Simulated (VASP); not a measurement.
Write the native input for VASP 6.6.1 that does the following.

* Task: single point
* Functional: PBE
* Potentials or basis: VASP PAW PBE potentials, release 64 (Bi_d, Zn)
* Cutoff: 520 eV
* k mesh: 8 × 8 × 8
* Occupations: fermi-dirac, width 0.05 eV
* Spin: no spin polarisation
* Dipole correction: no
* Further INCAR settings: ALGO = Fast; EDIFF = 1e-07; NBANDS = 36

The structure of ZnBi3 lies in POSCAR:

```
ZnBi3
1.0
   -2.4885737125      2.4885737125      4.5012405079
    2.4885737125     -2.4885737125      4.5012405079
    2.4885737125      2.4885737125     -4.5012405079
Bi Zn
3 1
Direct
    0.5000000000      0.5000000000      0.0000000000
    0.2500000000      0.7500000000      0.5000000000
    0.7500000000      0.2500000000      0.5000000000
    0.0000000000      0.0000000000      0.0000000000
```

One way to write it, as run:

INCAR

```
  PREC = Accurate
  ENCUT = 520
  EDIFF = 1E-7
  ISMEAR = -1
  SIGMA = 0.05
  LREAL = False
  LASPH = True
  NELM = 80
  ALGO = Fast
  ISIF = 2
  LWAVE = False
  LCHARG = True
  GGA = PE
  LELF = True
  LVHAR = True
  NBANDS = 36
```

KPOINTS

```
Automatic mesh
0
Gamma
  8 8 8
```

Potentials or basis: VASP PAW PBE potentials, release 64 (Bi_d, Zn).

Command:

```console
$ cat potpaw_PBE.64/Bi_d/POTCAR potpaw_PBE.64/Zn/POTCAR > POTCAR
$ mpirun -np 1 vasp_std > vasp.out
```

Results of the run:

```
Pressure : 2.3 GPa
```

Run time: 2.5 min on 1 thread of Intel(R) Xeon(R) 6975P-C (Granite Rapids), on a shared host, peak memory 0.38 GiB.
